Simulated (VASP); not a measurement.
BP:

```
B P
1.0
     2.70805    0.00000    0.00000
     0.00000    2.70805    0.00000
     0.00000    0.00000    2.70805
B P
1 1
Direct
  0.00000 0.00000 0.00000
  0.50000 0.50000 0.50000
```

Base run:

```yaml
Program: VASP 6.6.1
Functional: r2SCAN
Potentials_or_basis: VASP PAW PBE potentials, release 64 (B, P)
Cutoff: 520 eV
k_mesh: 8 × 8 × 8
Occupations: fermi-dirac, width 0.02 eV
Spin: no spin polarisation
```

Its results: band gap on the k mesh zero (band 4 reaches 13.40 eV, above the bottom of band 5 at 6.95 eV); pressure -0.2 GPa.

The run is repeated on the same cell with these changes: k mesh from 8 × 8 × 8 to 4 × 4 × 4; further incar settings from ALGO = Normal; EDIFF = 1e-06; NBANDS = 11 to ALGO = Normal; EDIFF = 1e-07; NBANDS = 11. What comes out?

Band gap on the k mesh zero (band 4 reaches 13.47 eV, above the bottom of band 5 at 6.99 eV); pressure -3.3 GPa.

Caveats: some runs use coarse meshes; the PAW data sets were made with another functional, which shifts forces and pressure a little.
